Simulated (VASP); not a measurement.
A run of VASP 6.6.1 is set up as follows.

File INCAR:

```
SYSTEM = W
PREC = Accurate
ENCUT = 520
EDIFF = 1E-6
ISMEAR = -1
SIGMA = 0.1
LREAL = .FALSE.
LASPH = .TRUE.
NELM = 60
ALGO = Normal
ISIF = 2
LWAVE = .FALSE.
LCHARG = .FALSE.
GGA = RE
NBANDS = 21
```

Contents of KPOINTS:

```
regular mesh
0
G
  11 11 11
  0 0 0
```

File POSCAR:

```
W
1.0
    0.0000000000      2.9287533384      2.9287533384
    2.9287533384      0.0000000000      2.9287533384
    2.9287533384      2.9287533384      0.0000000000
W
2
Direct
    0.1250000000      0.1250000000      0.1250000000
    0.8750000000      0.8750000000      0.8750000000
```

Potentials or basis: VASP PAW PBE potentials, release 64 (W_sv).

Run with:

```console
$ cat potpaw_PBE.64/W_sv/POTCAR > POTCAR
$ mpirun -np 1 vasp_std > vasp.out
```

Q: What does it give for the band gap on the k mesh?

A: Zero (bands 14 and 15 overlap by 1.00 eV).

Q: Predict the pressure.

A: 0.4 GPa.

Caveat: the PAW data sets were made with another functional, which shifts forces and pressure a little; spin-orbit coupling is left out, which moves the levels of the heavy elements.
